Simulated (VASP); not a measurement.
# Nb (Pm-3m) in VASP: notebook, part 2 of 2

VASP 6.6.1.

## Step 6: Single point, HSE06

This run uses another cell than the first one, of 20.14 Å³/atom, 0.926 times its volume.

The input, POSCAR:

```
Nb
1.0
    2.7205463199      0.0000000000      0.0000000000
    0.0000000000      2.7205463199      0.0000000000
    0.0000000000      0.0000000000      2.7205463199
Nb
1
Direct
    0.0000000000      0.0000000000      0.0000000000
```

The input, INCAR.step1:

```
PREC = Accurate
ENCUT = 520
EDIFF = 1E-5
ISMEAR = -1
SIGMA = 0.1
LREAL = False
LASPH = True
NELM = 80
ALGO = Normal
ISIF = 2
LWAVE = True
LCHARG = False
GGA = PE
NBANDS = 12
```

The input, INCAR.step2:

```
PREC = Accurate
ENCUT = 520
EDIFF = 1E-7
ISMEAR = -1
SIGMA = 0.1
LREAL = False
LASPH = True
NELM = 80
ALGO = Normal
ISIF = 2
LWAVE = False
LCHARG = False
GGA = PE
LHFCALC = True
HFSCREEN = 0.2079
PRECFOCK = Normal
ISTART = 1
NBANDS = 12
```

The input, KPOINTS:

```
Automatic mesh
0
Gamma
  6 6 6
```

Potentials or basis: VASP PAW PBE potentials, release 64 (Nb_sv).

Started as:

```sh
$ cat potpaw_PBE.64/Nb_sv/POTCAR > POTCAR
$ cp INCAR.step1 INCAR
$ mpirun -np 1 vasp_std > vasp.out
$ cp INCAR.step2 INCAR
$ mpirun -np 1 vasp_std > vasp.out
```

OUTCAR:

```text
PREC = Accurate
   ENCUT = 520
   EDIFF = 1E-7
   ISMEAR = -1
   LREAL = False
   LASPH = True
   NELM = 80
   ISIF = 2
   GGA = PE
   LHFCALC = True
   HFSCREEN = 0.2079
   PRECFOCK = Normal
   ISTART = 1

 ion  position               nearest neighbor table
   1  0.000  0.000  0.000-

  LATTYP: Found a simple cubic cell.
 ALAT       =     2.7205463199

  Lattice vectors:

 A1 = (   2.7205463199,   0.0000000000,   0.0000000000)
 A2 = (   0.0000000000,   2.7205463199,   0.0000000000)
 A3 = (   0.0000000000,   0.0000000000,   2.7205463199)

Analysis of symmetry for initial positions (statically):
=====================================================================
 Subroutine PRICEL returns:
 Original cell was already a primitive cell.

 Routine SETGRP: Setting up the symmetry group for a
 simple cubic supercell.

 Subroutine GETGRP returns: Found 48 space group operations
 (whereof 48 operations were pure point group operations)
 out of a pool of 48 trial point group operations.

The static configuration has the point symmetry O_h .

Analysis of symmetry for dynamics (positions and initial velocities):
=====================================================================
 Subroutine PRICEL returns:
 Original cell was already a primitive cell.

 Routine SETGRP: Setting up the symmetry group for a
 simple cubic supercell.

 Subroutine GETGRP returns: Found 48 space group operations
 (whereof 48 operations were pure point group operations)
 out of a pool of 48 trial point group operations.

The dynamic configuration has the point symmetry O_h .

 Subroutine INISYM returns: Found 48 space group operations
 (whereof 48 operations are pure point group operations),
 and found     1 'primitive' translations

----------------------------------------------------------------------------------------

                                     Primitive cell

  volume of cell :      20.1358

  direct lattice vectors                    reciprocal lattice vectors
     2.720546320  0.000000000  0.000000000     0.367573231  0.000000000  0.000000000
     0.000000000  2.720546320  0.000000000     0.000000000  0.367573231  0.000000000
     0.000000000  0.000000000  2.720546320     0.000000000  0.000000000  0.367573231

  length of vectors
     2.720546320  2.720546320  2.720546320     0.367573231  0.367573231  0.367573231

  position of ions in fractional coordinates (direct lattice)
     0.000000000  0.000000000  0.000000000

  ion indices of the primitive-cell ions
   primitive index   ion index
                 1           1

----------------------------------------------------------------------------------------

 KPOINTS: Automatic mesh

Automatic generation of k-mesh.
 Grid dimensions read from file:
 generate k-points for:    6    6    6

 Generating k-lattice:

  Cartesian coordinates                     Fractional coordinates (reciprocal lattice)
     0.061262205  0.000000000  0.000000000     0.166666667  0.000000000  0.000000000
     0.000000000  0.061262205  0.000000000     0.000000000  0.166666667  0.000000000
[... 36 lines left out ...]
   number of dos      NEDOS =    301   number of ions     NIONS =      1
   total plane-waves  NPLWV =   8000
   dimension x,y,z NGX =    20 NGY =   20 NGZ =   20
   dimension x,y,z NGXF=    40 NGYF=   40 NGZF=   40
   ions per type =               1
   NGX,Y,Z   is equivalent  to a cutoff of  12.22, 12.22, 12.22 a.u.
   NGXF,Y,Z  is equivalent  to a cutoff of  24.44, 24.44, 24.44 a.u.
 SYSTEM =  unknown system
   PREC   = accura    normal or accurate (medium, high low for compatibility)
   ISTART =      1    job   : 0-new  1-cont  2-samecut
   ICHARG =      0    charge: 1-file 2-atom 10-const
   ISPIN  =      1    spin polarized calculation?
   LNONCOLLINEAR =      F non collinear calculations
   LSORBIT =      F    spin-orbit coupling
   LASPH  =      T    aspherical Exc in radial PAW
   ENCUT  =  520.0 eV  38.22 Ry    6.18 a.u.   5.06  5.06  5.06*2*pi/ulx,y,z
   NELM   =     80;   NELMIN=  2; NELMDL=  0     # of ELM steps
   EDIFF  = 0.1E-06   stopping-criterion for ELM
   LREAL  =      F    real-space projection
   EDIFFG = 0.1E-05   stopping-criterion for IOM
   NSW    =      0    number of steps for IOM
   IBRION =     -1    ionic relax: 0-MD 1-quasi-New 2-CG
   NFREE  =      0    steps in history (QN), initial steepest desc. (CG)
   ISIF   =      2    stress and relaxation
   ISYM   =      3    0-nonsym 1-usesym 2-fastsym
   POTIM  = 0.5000    time-step for ionic-motion
   TEBEG  =    0.0;   TEEND  =   0.0 temperature during run
   PSTRESS=    0.0 pullay stress
   NELECT =      13.0000    total number of electrons
   NUPDOWN=      -1.0000    fix difference up-down
   EMIN   =  10.00;   EMAX   =-10.00  energy-range for DOS
   EFERMI =   0.00;   METHOD = LEGACY
   ISMEAR =    -1;   SIGMA  =   0.10  broadening in eV -4-tet -1-fermi 0-gaus
   EFERMI_NEDOS =   21; number of points for ismear=-14 and -15
   IALGO  =     38    algorithm
   IMIX   =      1    mixing-type and parameters
     AMIX     =   0.40;   BMIX     =  1.00
     AMIX_MAG =   1.60;   BMIX_MAG =  1.00
  volume/ion in A,a.u.               =      20.14       135.88
  Fermi-wavevector in a.u.,A,eV,Ry     =   1.414924  2.673819 27.239004  2.002010
  Thomas-Fermi vector in A             =   2.536416
   LORBIT       =      0    0 simple, 1 ext, 2 COOP (PROOUT), +10 PAW based schemes
   GGA     = PE    functional components
   LHFCALC =     T    Hartree Fock is set to
   PRECFOCK=normal    Normal, Fast or Accurate (Low or Medium for compatibility)
   ENCUT4O =  -1.0   cutoff for four orbital integrals eV
   NKREDX  =     1    reduce k-point grid by
   NKREDY  =     1    reduce k-point grid by
   NKREDZ  =     1    reduce k-point grid by
   AEXX    =    0.2500 exact exchange contribution
   HFSCREEN=    0.2079 screening length (either q_TF or 0.3 A-1)
   HFSCREENC=   0.2079 screening length for correlation (either q_TF or 0.3 A-1)
   ENCUTFOCK=  -1.0 apply spherical cutoff to Coloumb kernel
   IVDW    =     0    specifies the selected vdW correction
   LEPSILON=     F    determine dielectric tensor
   LRPA    =     F    only Hartree local field effects (RPA)
 non-spin polarized calculation
  energy-cutoff  :      520.00
  volume of cell :       20.14
 maximum number of plane-waves:       554
  NGX = 16; NGY = 16; NGZ = 16

 number of electron      12.9999997 magnetization

 Free energy of the ion-electron system (eV)
  ---------------------------------------------------
  ext. energy  EPLUGINS =         0.00000000
  ---------------------------------------------------
  free energy    TOTEN  =       -10.82034179 eV

  energy without entropy =      -10.78272848  energy(sigma->0) =      -10.80153513

 E-fermi :   9.5010     XC(G=0):  -9.7016

 val. band max:        9.4581577610   @ k =   0.5000   0.3333   0.1667
 cond. band min:       9.9713318855   @ k =   0.5000   0.0000   0.0000
 fundamental gap:      0.5131741245
 Fermi energy:         9.5009720574

 k-point     1 :       0.0000    0.0000    0.0000
  band No.  band energies     occupation
      1     -48.8136      2.00000
      2     -22.5970      2.00000
      3     -22.5970      2.00000
      4     -22.5970      2.00000
      5       3.1604      2.00000
      6       6.2066      2.00000
      7       6.2066      2.00000
      8      15.8852      0.00000
      9      15.8852      0.00000
     10      15.8852      0.00000
     11      25.2377      0.00000
     12      25.2377      0.00000
[... 271 lines left out ...]
 k-point    20 :       0.5000    0.5000    0.5000
  band No.  band energies     occupation
      1     -48.2206      2.00000
      2     -23.7458      2.00000
      3     -23.7458      2.00000
      4     -23.7458      2.00000
      5       7.0387      2.00000
      6       7.0387      2.00000
      7       7.0387      2.00000
      8      17.5364      0.00000
      9      18.0044      0.00000
     10      18.0044      0.00000
     11      22.8468      0.00000
     12      22.8468      0.00000

------------------------ aborting loop because EDIFF is reached ----------------------------------------

  FORCE on cell =-STRESS in cart. coord.  units (eV):
  Direction    XX          YY          ZZ          XY          YZ          ZX
  --------------------------------------------------------------------------------------
  -------------------------------------------------------------------------------------
  Total       -0.1144798     -0.1144798     -0.1144798     -0.0000000     -0.0000000      0.0000000
  in kB       -9.1090072     -9.1090072     -9.1090072     -0.0000000     -0.0000000      0.0000000
  external PRESSURE =      -9.1090072 kB  Pullay stress =       0.0000000 kB

 VOLUME and BASIS-vectors are now :
 -----------------------------------------------------------------------------
  energy-cutoff  :      520.00
  volume of cell :       20.14
      direct lattice vectors                 reciprocal lattice vectors
     2.720546320  0.000000000  0.000000000     0.367573231  0.000000000  0.000000000
     0.000000000  2.720546320  0.000000000     0.000000000  0.367573231  0.000000000
     0.000000000  0.000000000  2.720546320     0.000000000  0.000000000  0.367573231

 POSITION                                       TOTAL-FORCE (eV/Angst)
 -----------------------------------------------------------------------------------
      0.00000      0.00000      0.00000         0.000000      0.000000      0.000000
 -----------------------------------------------------------------------------------
    total drift:                                0.000000      0.000000      0.000000

  FREE ENERGIE OF THE ION-ELECTRON SYSTEM (eV)
  ---------------------------------------------------
  free  energy   TOTEN  =       -10.8203417854 eV

  energy  without entropy=      -10.7827284805  energy(sigma->0) =      -10.80153513
```

OUTCAR.step1:

```text
PREC = Accurate
   ENCUT = 520
   EDIFF = 1E-5
   ISMEAR = -1
   LREAL = False
[... 508 lines left out ...]

 POSITION                                       TOTAL-FORCE (eV/Angst)
 -----------------------------------------------------------------------------------
      0.00000      0.00000      0.00000         0.000000      0.000000      0.000000
 -----------------------------------------------------------------------------------
    total drift:                               -0.000000      0.000000      0.000000

  FREE ENERGIE OF THE ION-ELECTRON SYSTEM (eV)
  ---------------------------------------------------
  free  energy   TOTEN  =        -9.2306996212 eV

  energy  without entropy=       -9.1847005829  energy(sigma->0) =       -9.20770010
```

OSZICAR.step1:

```text
N       E                     dE             d eps       ncg     rms          rms(c)
DAV:   1     0.117966838657E+03    0.11797E+03   -0.72612E+03   480   0.108E+03
DAV:   2    -0.442398257017E+01   -0.12239E+03   -0.11654E+03   520   0.377E+02
DAV:   3    -0.924873909579E+01   -0.48248E+01   -0.46636E+01   720   0.665E+01
DAV:   4    -0.946580315413E+01   -0.21706E+00   -0.21633E+00   632   0.130E+01
DAV:   5    -0.947800433203E+01   -0.12201E-01   -0.12198E-01   752   0.263E+00    0.652E+00
DAV:   6    -0.923138751745E+01    0.24662E+00   -0.45130E-01   744   0.824E+00    0.261E+00
DAV:   7    -0.922260476853E+01    0.87827E-02   -0.11453E-01   796   0.421E+00    0.101E+00
DAV:   8    -0.923058297824E+01   -0.79782E-02   -0.13636E-02   568   0.155E+00    0.705E-02
DAV:   9    -0.923068830390E+01   -0.10533E-03   -0.10576E-03   756   0.214E-01    0.681E-02
DAV:  10    -0.923070405011E+01   -0.15746E-04   -0.28519E-05   500   0.635E-02    0.406E-02
DAV:  11    -0.923069962122E+01    0.44289E-05   -0.15224E-05   436   0.689E-02
   1 F= -.92306996E+01 E0= -.92077001E+01  d E =-.459990E-01
```

Run time: 4.5 min. Hardware: 1 thread of Intel Xeon 6975P-C (Granite Rapids), shared host; peak memory 0.23 GiB.

Results:

```yaml
Free_energy: -10.8203 eV
Pressure: -0.9 GPa
```

Caveat: the k points lie up to 0.38 Å⁻¹ apart; the PAW data sets were made with another functional, which shifts forces and pressure a little.

## Step 7: The runs side by side

```csv
level,cell,k mesh,grid for exact exchange (PRECFOCK),screening parameter,gap on the mesh (eV),pressure (GPa)
PBE,"a = 2.791 Å, 1 atom",13 × 13 × 13,-,-,none,-9.1
PBE,"a = 2.825 Å, 1 atom",13 × 13 × 13,-,-,none,-12.2
PBE,"a = 2.721 Å, 1 atom",19 × 19 × 19,-,-,none,-0.3
PBE,"a = 2.721 Å, 1 atom",6 × 6 × 6,-,-,none,2.6
HSE06,"a = 2.721 Å, 1 atom",6 × 6 × 6,Normal,0.2079 1/Å,none,-0.9
```

Alike in all rows: task single point; potentials or basis VASP PAW PBE potentials, release 64 (Nb_sv); no spin polarisation; cutoff (eV) 520; smearing fermi-dirac 0.1 eV.

Caveats: some runs use coarse meshes; the PAW data sets were made with another functional, which shifts forces and pressure a little (some runs).

Absolute energies hang on the potentials; compare differences alone.
